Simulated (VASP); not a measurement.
Write the native input for VASP 6.6.1 that does the following.

| Property | Result |
| --- | --- |
| Task | single point |
| Functional | PBE |
| Potentials or basis | VASP PAW PBE potentials, release 64 (Pb_d, S) |
| Cutoff | 520 eV |
| k mesh | 6 × 6 × 6 |
| Occupations | gaussian, width 0.05 eV |
| Spin | non-collinear spin, zero start, spin-orbit coupling |
| Starting moments | [[0.0, 0.0, 0.0], [0.0, 0.0, 0.0]] μB |
| Dipole correction | no |
| Further INCAR settings | ALGO = Normal; EDIFF = 1e-06; NBANDS = 32 |

The structure of PbS lies in POSCAR:

```
PbS
1.0
    0.0000000000      3.3783301389      3.3783301389
    3.3783301389      0.0000000000      3.3783301389
    3.3783301389      3.3783301389      0.0000000000
Pb S
1 1
Direct
    0.0000000000      0.0000000000      0.0000000000
    0.2500000000      0.2500000000      0.2500000000
```

These files were run (other wordings do the same):

INCAR

```
SYSTEM = PbS
PREC     = Accurate       ! precision mode
ENCUT    = 520            ! plane-wave cutoff, eV
EDIFF    = 1E-6           ! SCF threshold, eV
ISMEAR   = 0              ! smearing method
SIGMA    = 0.05           ! smearing width, eV
LREAL    = .False.        ! projectors in reciprocal space
LASPH    = .True.         ! aspherical terms in the spheres
NELM     = 150            ! most SCF steps
ALGO     = Normal         ! electronic algorithm
ISIF     = 2              ! what is computed and relaxed
LWAVE    = .False.        ! write WAVECAR
LCHARG   = .False.        ! write CHGCAR
MAGMOM   = 0 0 0 0 0 0    ! initial moments
LORBIT   = 11             ! projections on sites
LSORBIT  = .True.         ! spin-orbit coupling
GGA_COMPAT= .False.      
LORBMOM  = .True.       
GGA      = PE             ! functional
NBANDS   = 32             ! bands
```

KPOINTS

```
Automatic mesh
0
Gamma
  6 6 6
  0 0 0
```

Potentials or basis: VASP PAW PBE potentials, release 64 (Pb_d, S).

Launch:

```bash
$ cat potpaw_PBE.64/Pb_d/POTCAR potpaw_PBE.64/S/POTCAR > POTCAR
$ mpirun -np 1 vasp_ncl > vasp.out
```

Results of the run:

| Property | Result |
| --- | --- |
| Pressure | -1.6 GPa |
| Net moment | 0.00 μB per cell |
| Valence electrons inside the program's atomic spheres | Pb 11.83; S 3.66 |

Run time: 3.6 min on 1 thread of Intel Xeon 8259CL (shared host), peak memory 0.42 GiB.
